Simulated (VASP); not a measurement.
# Ni3Ge (Pm-3m) in VASP: further runs, part 2 of 2

VASP 6.6.1.

## (6) Single point, LDA, collinear spin, ferromagnetic start

INCAR reads:

```
SYSTEM = Ni3Ge
PREC = Accurate ; ENCUT = 520
EDIFF = 1E-6 ; ISMEAR = -1
SIGMA = 0.05 ; LREAL = .FALSE.
LASPH = .TRUE. ; NELM = 150
ALGO = Normal ; ISIF = 2
LWAVE = .FALSE. ; LCHARG = .FALSE.
ISPIN = 2 ; MAGMOM = 0.3 0.3 0.3 0
LORBIT = 11 ; NUPDOWN = 0.9
LMAXMIX = 4 ; GGA = CA
NBANDS = 34
```

KPOINTS reads:

```
Automatic mesh
0
G
  8 8 8
  0 0 0
```

POSCAR reads:

```
Ni3Ge
1.0
    3.5303341067      0.0000000000      0.0000000000
    0.0000000000      3.5303341067      0.0000000000
    0.0000000000      0.0000000000      3.5303341067
Ni Ge
3 1
Direct
    0.5000000000      0.0000000000      0.5000000000
    0.0000000000      0.5000000000      0.5000000000
    0.5000000000      0.5000000000      0.0000000000
    0.0000000000      0.0000000000      0.0000000000
```

Potentials or basis: VASP PAW LDA potentials, release 64 (Ni, Ge_d).

On the command line:

```sh
$ cat potpaw_LDA.64/Ni/POTCAR potpaw_LDA.64/Ge_d/POTCAR > POTCAR
$ mpirun -np 1 vasp_std > vasp.out
```

OUTCAR:

```text
SYSTEM = Ni3Ge
   PREC = Accurate
   ENCUT = 520
   EDIFF = 1E-6
   ISMEAR = -1
   LREAL = .FALSE.
   LASPH = .TRUE.
   NELM = 150
   ISIF = 2
   ISPIN = 2
   LORBIT = 11
   NUPDOWN = 0.9
   GGA = CA

 ion  position               nearest neighbor table
   1  0.500  0.000  0.500-   2 2.50   3 2.50   4 2.50   3 2.50   4 2.50   2 2.50   3 2.50   3 2.50
                             2 2.50   4 2.50   4 2.50   2 2.50
   2  0.000  0.500  0.500-   1 2.50   3 2.50   4 2.50   3 2.50   4 2.50   1 2.50   4 2.50   4 2.50
                             1 2.50   3 2.50   3 2.50   1 2.50
   3  0.500  0.500  0.000-   1 2.50   2 2.50   4 2.50   1 2.50   2 2.50   1 2.50   4 2.50   1 2.50
                             2 2.50   4 2.50   2 2.50   4 2.50
   4  0.000  0.000  0.000-   1 2.50   2 2.50   3 2.50   1 2.50   2 2.50   2 2.50   3 2.50   2 2.50
                             1 2.50   3 2.50   1 2.50   3 2.50

  LATTYP: Found a simple cubic cell.
 ALAT       =     3.5303341067

  Lattice vectors:

 A1 = (   3.5303341067,   0.0000000000,   0.0000000000)
 A2 = (   0.0000000000,   3.5303341067,   0.0000000000)
 A3 = (   0.0000000000,   0.0000000000,   3.5303341067)

Analysis of symmetry for initial positions (statically):
=====================================================================
 Subroutine PRICEL returns:
[... 1985 lines left out ...]
  -------------------------------------------------------------------------------------
  Total       -1.7199941     -1.7199941     -1.7199941     -0.0000000      0.0000000      0.0000000
  in kB      -62.6311122    -62.6311122    -62.6311122     -0.0000000      0.0000000      0.0000000
  external PRESSURE =     -62.6311122 kB  Pullay stress =       0.0000000 kB

 VOLUME and BASIS-vectors are now :
 -----------------------------------------------------------------------------
  energy-cutoff  :      520.00
  volume of cell :       44.00
      direct lattice vectors                 reciprocal lattice vectors
     3.530334107  0.000000000  0.000000000     0.283259309  0.000000000  0.000000000
     0.000000000  3.530334107  0.000000000     0.000000000  0.283259309  0.000000000
     0.000000000  0.000000000  3.530334107     0.000000000  0.000000000  0.283259309

 POSITION                                       TOTAL-FORCE (eV/Angst)
 -----------------------------------------------------------------------------------
      1.76517      0.00000      1.76517         0.000000      0.000000      0.000000
      0.00000      1.76517      1.76517         0.000000      0.000000      0.000000
      1.76517      1.76517      0.00000         0.000000      0.000000      0.000000
      0.00000      0.00000      0.00000         0.000000      0.000000      0.000000
 -----------------------------------------------------------------------------------
    total drift:                                0.000000      0.000000      0.000000

  FREE ENERGIE OF THE ION-ELECTRON SYSTEM (eV)
  ---------------------------------------------------
  free  energy   TOTEN  =       -26.2157832038 eV

  energy  without entropy=      -26.1880895979  energy(sigma->0) =      -26.20193640

 total charge

# of ion       s       p       d       tot
------------------------------------------
    1        0.478   0.546   8.433   9.457
    2        0.478   0.546   8.433   9.457
    3        0.478   0.546   8.433   9.457
    4        1.098   1.257  10.140  12.495
--------------------------------------------------
tot          2.531   2.896  35.438  40.865

 magnetization (x)

# of ion       s       p       d       tot
------------------------------------------
    1       -0.001  -0.001   0.298   0.296
    2       -0.001  -0.001   0.298   0.296
    3       -0.001  -0.001   0.298   0.296
    4       -0.002   0.013  -0.004   0.007
--------------------------------------------------
tot         -0.006   0.012   0.890   0.897
```

OSZICAR:

```text
N       E                     dE             d eps       ncg     rms          rms(c)
DAV:   1     0.307450913435E+03    0.30745E+03   -0.18955E+04  5524   0.288E+03
DAV:   2     0.112741295347E+02   -0.29618E+03   -0.27686E+03  4762   0.467E+02
DAV:   3    -0.281837025211E+02   -0.39458E+02   -0.38169E+02  5110   0.149E+02
DAV:   4    -0.294350364661E+02   -0.12513E+01   -0.12485E+01  5360   0.305E+01
DAV:   5    -0.294590334966E+02   -0.23997E-01   -0.23994E-01  6418   0.360E+00    0.180E+01
DAV:   6    -0.287792716964E+02    0.67976E+00   -0.21907E+01  5500   0.698E+01    0.146E+01
DAV:   7    -0.263148893516E+02    0.24644E+01   -0.98504E+00  5432   0.410E+01    0.391E+00
DAV:   8    -0.262276837526E+02    0.87206E-01   -0.25443E-01  6018   0.430E+00    0.137E+00
DAV:   9    -0.262188289935E+02    0.88548E-02   -0.13598E-02  6288   0.115E+00    0.497E-01
DAV:  10    -0.262161544611E+02    0.26745E-02   -0.14921E-03  7134   0.431E-01    0.160E-01
DAV:  11    -0.262157762038E+02    0.37826E-03   -0.36709E-04  6298   0.201E-01    0.677E-02
DAV:  12    -0.262157799576E+02   -0.37538E-05   -0.48829E-05  5288   0.614E-02    0.364E-02
DAV:  13    -0.262157832373E+02   -0.32797E-05   -0.59731E-06  5586   0.337E-02    0.833E-03
DAV:  14    -0.262157832038E+02    0.33491E-07   -0.54626E-07  3080   0.102E-02
   1 F= -.26215783E+02 E0= -.26201936E+02  d E =-.276936E-01  mag=     0.9000
```

stdout:

```text
POSCAR found type information on POSCAR NiGe
 POSCAR found :  2 types and       4 ions
 scaLAPACK will be used
 LDA part: xc-table for (Slater(with rela. corr.)+CA(PZ))
 , standard interpolation
 POSCAR, INCAR and KPOINTS ok, starting setup
 FFT: planning ... GRIDC
 FFT: planning ... GRID_SOFT
 FFT: planning ... GRID
 WAVECAR not read
 entering main loop
```

Run time: 46 s. Hardware: 1 thread of Intel Xeon 6975P-C (Granite Rapids), shared host; peak memory 0.2 GiB.

Results:

```
Free energy                                           : -26.2158 eV
Pressure                                              : -6.3 GPa
Net moment                                            : 0.90 μB per cell
Site moments                                          : Ni +0.30; Ge +0.01 μB
Valence electrons inside the program's atomic spheres : Ni 9.46; Ge 12.49
```

Caveat: the cell stands under tension; the total moment is fixed, so each spin has its own Fermi level.

## (7) Single point, LDA, collinear spin, ferromagnetic start

INCAR reads:

```
PREC = Accurate ; ENCUT = 520
EDIFF = 1E-6 ; ISMEAR = -1
SIGMA = 0.05 ; LREAL = False
LASPH = True ; NELM = 150
ALGO = Normal ; ISIF = 2
LWAVE = False ; LCHARG = False
ISPIN = 2 ; MAGMOM = 0.3 0.3 0.3 0
LORBIT = 11 ; NUPDOWN = 0.9
LMAXMIX = 4 ; GGA = CA
NBANDS = 34
```

KPOINTS reads:

```
Automatic mesh
0
Gamma
  8 8 8
```

POSCAR is that of step 6.

On the command line:

```sh
$ cat potpaw_LDA.64/Ni/POTCAR potpaw_LDA.64/Ge_d/POTCAR > POTCAR
$ mpirun -np 1 vasp_std > vasp.out
```

Run time: 41 s. Hardware: 1 thread of Intel Xeon 6975P-C (Granite Rapids), shared host; peak memory 0.2 GiB.

It converged, with:

```yaml
Free_energy: -26.2158 eV
Pressure: -6.3 GPa
Net_moment: 0.90 μB per cell
Site_moments: Ni +0.30; Ge +0.01 μB
Valence_electrons_inside_the_program's_atomic_spheres: Ni 9.46; Ge 12.49
```

Caveat: the cell stands under tension; the total moment is fixed, so each spin has its own Fermi level.

## (8) The runs side by side

```csv
spin,fixed moment (μB),pressure (GPa),moment (μB)
collinear,0.15,-7.2,0.15
collinear,0.45,-7.0,0.45
"collinear, ferromagnetic start",0.9,-6.3,0.90
```

Alike in all rows: task single point; level LDA; potentials or basis VASP PAW LDA potentials, release 64 (Ni, Ge_d); cell as given; k mesh 8 × 8 × 8; cutoff (eV) 520; smearing fermi-dirac 0.05 eV.

Caveats: the cell stands under tension; the total moment is fixed, so each spin has its own Fermi level.

Total energies depend on the potentials used, so only differences within one code and one set of settings carry meaning.
